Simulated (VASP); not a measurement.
# Zr in VASP: single point with LDA

Aim: the single point of Zr with LDA.

Everything below comes from runs of VASP 6.6.1. Logs are shortened: lines on timing, memory, paths and dates and some standing lists are left out, and cuts for length are marked.

**1. The cell of the first run**

The cell holds a slab with vacuum, 10 atoms: a = 3.143 Å, b = 5.092 Å, c = 26.794 Å, α = 90.00°, β = 90.00°, γ = 90.00°.

**2. Single point, LDA**

Input file INCAR:

```
SYSTEM = Zr
PREC     = Accurate       ! precision mode
ENCUT    = 520            ! plane-wave cutoff, eV
EDIFF    = 1E-6           ! SCF threshold, eV
ISMEAR   = 0              ! smearing method
SIGMA    = 0.1            ! smearing width, eV
LREAL    = .False.        ! projectors in reciprocal space
LASPH    = .True.         ! aspherical terms in the spheres
NELM     = 60             ! most SCF steps
ALGO     = Normal         ! electronic algorithm
ISIF     = 2              ! what is computed and relaxed
LWAVE    = .False.        ! write WAVECAR
LCHARG   = .False.        ! write CHGCAR
LDIPOL   = .True.       
IDIPOL   = 3            
DIPOL    = 0.5 0.5 0.500
GGA      = CA             ! functional
NBANDS   = 71             ! bands
```

Input file KPOINTS:

```
Automatic mesh
0
Gamma
  11 7 1
  0 0 0
```

Input file POSCAR:

```
Zr
1.0
    3.1427549199      0.0000000000      0.0000000000
    0.0000000000      5.0916409272      0.0000000000
    0.0000000000      0.0000000000     26.7940575935
Zr
10
Direct
    0.0000000000      0.7500000000      0.2845595093
    0.5000000000      0.2500000000      0.3155607639
    0.5000000000      0.7500000000      0.3806552385
    0.0000000000      0.2500000000      0.4157861495
    0.0000000000      0.7500000000      0.4831000692
    0.5000000000      0.2500000000      0.5168999306
    0.5000000000      0.7500000000      0.5842138541
    0.0000000000      0.2500000000      0.6193447565
    0.0000000000      0.7500000000      0.6844392397
    0.5000000000      0.2500000000      0.7154404886
```

Potentials or basis: VASP PAW LDA potentials, release 64 (Zr_sv).

Started as:

```sh
$ cat potpaw_LDA.64/Zr_sv/POTCAR > POTCAR
$ mpirun -np 1 vasp_std > vasp.out
```

OUTCAR:

```text
SYSTEM = Zr
   PREC = Accurate
   ENCUT = 520
   EDIFF = 1E-6
   ISMEAR = 0
   LREAL = .False.
   LASPH = .True.
   NELM = 60
   ISIF = 2
   GGA = CA

 ion  position               nearest neighbor table
   1  0.000  0.750  0.285-   3 3.02   3 3.02   2 3.10   2 3.10   2 3.10   2 3.10
   2  0.500  0.250  0.316-   3 3.09   3 3.09   1 3.10   1 3.10   1 3.10   1 3.10   4 3.11   4 3.11

   3  0.500  0.750  0.381-   1 3.02   1 3.02   2 3.09   2 3.09   4 3.14   4 3.14   4 3.14   4 3.14
                             5 3.16   5 3.16
   4  0.000  0.250  0.416-   2 3.11   2 3.11   5 3.12   5 3.12   6 3.13   6 3.13   3 3.14   3 3.14
                             3 3.14   3 3.14
   5  0.000  0.750  0.483-   4 3.12   4 3.12   6 3.13   6 3.13   6 3.13   6 3.13   7 3.13   7 3.13
                             3 3.16   3 3.16
   6  0.500  0.250  0.517-   7 3.12   7 3.12   5 3.13   5 3.13   5 3.13   5 3.13   4 3.13   4 3.13
                             8 3.16   8 3.16
   7  0.500  0.750  0.584-   9 3.11   9 3.11   6 3.12   6 3.12   5 3.13   5 3.13   8 3.14   8 3.14
                             8 3.14   8 3.14
   8  0.000  0.250  0.619-  10 3.02  10 3.02   9 3.09   9 3.09   7 3.14   7 3.14   7 3.14   7 3.14
                             6 3.16   6 3.16
   9  0.000  0.750  0.684-   8 3.09   8 3.09  10 3.10  10 3.10  10 3.10  10 3.10   7 3.11   7 3.11

  10  0.500  0.250  0.715-   8 3.02   8 3.02   9 3.10   9 3.10   9 3.10   9 3.10

  LATTYP: Found a simple orthorhombic cell.
 ALAT       =     3.1427549199
 B/A-ratio  =     1.6201202629
 C/A-ratio  =     8.5256592628

  Lattice vectors:

 A1 = (   3.1427549199,   0.0000000000,   0.0000000000)
 A2 = (   0.0000000000,   5.0916409272,   0.0000000000)
 A3 = (   0.0000000000,   0.0000000000,  26.7940575935)

Analysis of symmetry for initial positions (statically):
=====================================================================
 Subroutine PRICEL returns:
 Original cell was already a primitive cell.

 Routine SETGRP: Setting up the symmetry group for a
 simple orthorhombic supercell.

 Subroutine GETGRP returns: Found  8 space group operations
 (whereof  2 operations were pure point group operations)
 out of a pool of  8 trial point group operations.

The static configuration has the point symmetry C_1h.
 The point group associated with its full space group is D_2h.

Analysis of symmetry for dynamics (positions and initial velocities):
=====================================================================
 Subroutine PRICEL returns:
 Original cell was already a primitive cell.

 Routine SETGRP: Setting up the symmetry group for a
 simple orthorhombic supercell.

 Subroutine GETGRP returns: Found  8 space group operations
 (whereof  2 operations were pure point group operations)
 out of a pool of  8 trial point group operations.

The dynamic configuration has the point symmetry C_1h.
 The point group associated with its full space group is D_2h.

 Subroutine INISYM returns: Found  8 space group operations
 (whereof  2 operations are pure point group operations),
 and found     1 'primitive' translations

----------------------------------------------------------------------------------------

                                     Primitive cell

  volume of cell :     428.7526

  direct lattice vectors                    reciprocal lattice vectors
     3.142754920  0.000000000  0.000000000     0.318192168  0.000000000  0.000000000
     0.000000000  5.091640927  0.000000000     0.000000000  0.196400338  0.000000000
     0.000000000  0.000000000 26.794057593     0.000000000  0.000000000  0.037321708

  length of vectors
     3.142754920  5.091640927 26.794057593     0.318192168  0.196400338  0.037321708

  position of ions in fractional coordinates (direct lattice)
     0.000000000  0.750000000  0.284559509
     0.500000000  0.250000000  0.315560764
     0.500000000  0.750000000  0.380655238
     0.000000000  0.250000000  0.415786150
     0.000000000  0.750000000  0.483100069
     0.500000000  0.250000000  0.516899931
     0.500000000  0.750000000  0.584213854
     0.000000000  0.250000000  0.619344756
     0.000000000  0.750000000  0.684439240
     0.500000000  0.250000000  0.715440489

  ion indices of the primitive-cell ions
   primitive index   ion index
                 1           1
                 2           2
                 3           3
                 4           4
                 5           5
                 6           6
                 7           7
                 8           8
                 9           9
                10          10

----------------------------------------------------------------------------------------

 KPOINTS: Automatic mesh

Automatic generation of k-mesh.
 Grid dimensions read from file:
 generate k-points for:   11    7    1

 Generating k-lattice:

  Cartesian coordinates                     Fractional coordinates (reciprocal lattice)
     0.028926561  0.000000000  0.000000000     0.090909091  0.000000000  0.000000000
     0.000000000  0.028057191  0.000000000     0.000000000  0.142857143  0.000000000
     0.000000000  0.000000000  0.037321708     0.000000000  0.000000000  1.000000000

  Length of vectors
     0.028926561  0.028057191  0.037321708

  Shift w.r.t. Gamma in fractional coordinates (k-lattice)
     0.000000000  0.000000000  0.000000000

 Subroutine IBZKPT returns following result:
 ===========================================

 Found     24 irreducible k-points:

 Following reciprocal coordinates:
            Coordinates               Weight
  0.000000  0.000000  0.000000      1.000000
  0.090909  0.000000  0.000000      2.000000
  0.181818  0.000000  0.000000      2.000000
  0.272727  0.000000  0.000000      2.000000
  0.363636  0.000000  0.000000      2.000000
  0.454545  0.000000  0.000000      2.000000
[... 16 lines left out ...]
  0.363636  0.428571  0.000000      4.000000
  0.454545  0.428571  0.000000      4.000000
   k-points           NKPTS =     24   k-points in BZ     NKDIM =     24   number of bands    NBANDS=     71
   number of dos      NEDOS =    301   number of ions     NIONS =     10
   total plane-waves  NPLWV = 192000
   dimension x,y,z NGX =    24 NGY =   40 NGZ =  200
   dimension x,y,z NGXF=    48 NGYF=   80 NGZF=  400
   ions per type =              10
   NGX,Y,Z   is equivalent  to a cutoff of  12.70, 13.06, 12.41 a.u.
   NGXF,Y,Z  is equivalent  to a cutoff of  25.39, 26.12, 24.82 a.u.
 SYSTEM =  Zr
   PREC   = accura    normal or accurate (medium, high low for compatibility)
   ISTART =      0    job   : 0-new  1-cont  2-samecut
   ICHARG =      2    charge: 1-file 2-atom 10-const
   ISPIN  =      1    spin polarized calculation?
   LNONCOLLINEAR =      F non collinear calculations
   LSORBIT =      F    spin-orbit coupling
   LASPH  =      T    aspherical Exc in radial PAW
   ENCUT  =  520.0 eV  38.22 Ry    6.18 a.u.   5.84  9.47 49.82*2*pi/ulx,y,z
   NELM   =     60;   NELMIN=  2; NELMDL= -5     # of ELM steps
   EDIFF  = 0.1E-05   stopping-criterion for ELM
   LREAL  =      F    real-space projection
   EDIFFG = 0.1E-04   stopping-criterion for IOM
   NSW    =      0    number of steps for IOM
   IBRION =     -1    ionic relax: 0-MD 1-quasi-New 2-CG
   NFREE  =      0    steps in history (QN), initial steepest desc. (CG)
   ISIF   =      2    stress and relaxation
   ISYM   =      2    0-nonsym 1-usesym 2-fastsym
   POTIM  = 0.5000    time-step for ionic-motion
   TEBEG  =    0.0;   TEEND  =   0.0 temperature during run
   PSTRESS=    0.0 pullay stress
   NELECT =     120.0000    total number of electrons
   NUPDOWN=      -1.0000    fix difference up-down
   EMIN   =  10.00;   EMAX   =-10.00  energy-range for DOS
   EFERMI =   0.00;   METHOD = LEGACY
   ISMEAR =     0;   SIGMA  =   0.10  broadening in eV -4-tet -1-fermi 0-gaus
   EFERMI_NEDOS =   21; number of points for ismear=-14 and -15
   IALGO  =     38    algorithm
   IMIX   =      4    mixing-type and parameters
     AMIX     =   0.40;   BMIX     =  1.00
     AMIX_MAG =   1.60;   BMIX_MAG =  1.00
  volume/ion in A,a.u.               =      42.88       289.34
  Fermi-wavevector in a.u.,A,eV,Ry     =   1.070861  2.023633 15.602381  1.146743
  Thomas-Fermi vector in A             =   2.206584
   LORBIT       =      0    0 simple, 1 ext, 2 COOP (PROOUT), +10 PAW based schemes
   GGA     = CA    functional components
   LHFCALC =     F    Hartree Fock is set to
   AEXX    =    0.0000 exact exchange contribution
   IVDW    =     0    specifies the selected vdW correction
   LEPSILON=     F    determine dielectric tensor
   LRPA    =     F    only Hartree local field effects (RPA)
 non-spin polarized calculation
 Gauss-broadening in eV      SIGMA  =   0.10
  energy-cutoff  :      520.00
  volume of cell :      428.75
 maximum number of plane-waves:     11606
 NGX is ok and might be reduce to    24
   NGX = 11   NGY = 19   NGZ = 99

 number of electron     120.0000000 magnetization

 dipolmoment           0.000000      0.000000      0.000000 electrons x Angstroem

 Free energy of the ion-electron system (eV)
  ---------------------------------------------------
  ext. energy  EPLUGINS =         0.00000000
  ---------------------------------------------------
  free energy    TOTEN  =       -89.22369010 eV

  energy without entropy =      -89.15949046  energy(sigma->0) =      -89.19159028

 E-fermi :   2.9070     XC(G=0):  -6.6859

 val. band max:        2.9048011523   @ k =   0.3636   0.2857   0.0000
 cond. band min:       2.9082059142   @ k =   0.2727   0.1429   0.0000
 fundamental gap:      0.0034047619
 Fermi energy:         2.9070377764

 k-point     1 :       0.0000    0.0000    0.0000
  band No.  band energies     occupation
      1     -45.7199      2.00000
      2     -45.7199      2.00000
      3     -45.4721      2.00000
      4     -45.4284      2.00000
      5     -45.3958      2.00000
      6     -45.3470      2.00000
[... 63 lines left out ...]
     70       4.1948      0.00000
     71       4.2418      0.00000
[... 1700 lines left out ...]
     70       4.6593      0.00000
     71       4.8555      0.00000

------------------------ aborting loop because EDIFF is reached ----------------------------------------

 vacuum level on the upper side and lower side of the slab       (xc-potential included)        -0.172        -0.172

  FORCE on cell =-STRESS in cart. coord.  units (eV):
  Direction    XX          YY          ZZ          XY          YZ          ZX
  --------------------------------------------------------------------------------------
  -------------------------------------------------------------------------------------
  Total       -4.7716714     -2.0408125      0.0701032      0.0000000      0.0000000      0.0000000
  in kB      -17.8309441     -7.6261777      0.2619639      0.0000000      0.0000000      0.0000000
  external PRESSURE =      -8.3983859 kB  Pullay stress =       0.0000000 kB

 VOLUME and BASIS-vectors are now :
 -----------------------------------------------------------------------------
  energy-cutoff  :      520.00
  volume of cell :      428.75
      direct lattice vectors                 reciprocal lattice vectors
     3.142754920  0.000000000  0.000000000     0.318192168  0.000000000  0.000000000
     0.000000000  5.091640927  0.000000000     0.000000000  0.196400338  0.000000000
     0.000000000  0.000000000 26.794057593     0.000000000  0.000000000  0.037321708

 POSITION                                       TOTAL-FORCE (eV/Angst)
 -----------------------------------------------------------------------------------
      0.00000      3.81873      7.62450        -0.000000     -0.000000     -0.009954
      1.57138      1.27291      8.45515        -0.000000      0.000000     -0.001418
      1.57138      3.81873     10.19930        -0.000000     -0.000000     -0.010529
      0.00000      1.27291     11.14060        -0.000000      0.000000      0.012313
      0.00000      3.81873     12.94421        -0.000000     -0.000000     -0.011248
      1.57138      1.27291     13.84985         0.000000      0.000000      0.011248
      1.57138      3.81873     15.65346        -0.000000      0.000000     -0.012313
      0.00000      1.27291     16.59476        -0.000000     -0.000000      0.010529
      0.00000      3.81873     18.33890        -0.000000     -0.000000      0.001418
      1.57138      1.27291     19.16955        -0.000000      0.000000      0.009954
 -----------------------------------------------------------------------------------
    total drift:                                0.000000     -0.000000     -0.000002

  FREE ENERGIE OF THE ION-ELECTRON SYSTEM (eV)
  ---------------------------------------------------
  free  energy   TOTEN  =       -89.2236900980 eV

  energy  without entropy=      -89.1594904647  energy(sigma->0) =      -89.19159028

 vacuum level on the upper side and lower side of the slab         6.875         6.875
```

Wall time 17 min (1 thread of AMD EPYC 9R45 (Zen 5), shared host); peak memory 0.62 GiB.

Results:

- Free energy: -89.2237 eV
- Largest force: 0.012 eV/Å
- Band gap on the k mesh: zero (band 60 reaches 3.31 eV, above the bottom of band 61 at 2.83 eV)

Forces on the atoms (eV/Å):
```
Zr   0.000  0.000 -0.010
Zr   0.000  0.000 -0.001
Zr   0.000  0.000 -0.011
Zr   0.000  0.000  0.012
Zr   0.000  0.000 -0.011
Zr   0.000  0.000  0.011
Zr   0.000  0.000 -0.012
Zr   0.000  0.000  0.011
Zr   0.000  0.000  0.001
Zr   0.000  0.000  0.010
```
